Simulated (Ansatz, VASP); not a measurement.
One calculation of SnO, two programs

```xyz
4
Lattice="3.9842 0.0000 0.0000 0.0000 3.9842 0.0000 0.0000 0.0000 4.9153" Properties=species:S:1:pos:R:3 pbc="T T T"
Sn    0.0000    1.9921    1.1243
Sn    1.9921    0.0000    3.7910
O     0.0000    0.0000    0.0000
O     1.9921    1.9921    0.0000
```

Change from the starting cell: strain +0.030 along x and y, -0.030 along z, atoms carried along.

Alike in both runs: task single point; functional PBE; k mesh 10 × 10 × 8; occupations gaussian, width 0.05 eV; no spin polarisation.

|  | VASP | Ansatz |
| --- | --- | --- |
| version | VASP 6.6.1 | Ansatz 0.2.0 |
| potentials or method | VASP PAW PBE potentials, release 64 (Sn_d, O), cutoff 520 eV | scalar-relativistic, plane waves, PAW |
| valence electrons in the cell | 40 | 40 |

|  | VASP | Ansatz | Ansatz less VASP |
| --- | --- | --- | --- |
| gap on the k mesh at the Fermi level (eV) | 0.77 | 0.76 | -0.005 |
| least direct gap on the mesh (eV) | 1.89 | 1.92 | +0.031 |
| pressure (GPa) | -2.8 | -2.9 | -0.16 |
| traceless stress, the component that is largest in VASP (GPa) | 2.68 | 2.69 | +0.012 |
| rms of the force components (eV/Å) | 0.018 | 0.046 | +0.0275 |

Atom by atom the forces differ by 0.028 eV/Å (rms over components). With one functional, cell and mesh, what is left measures potentials, basis and numerics.
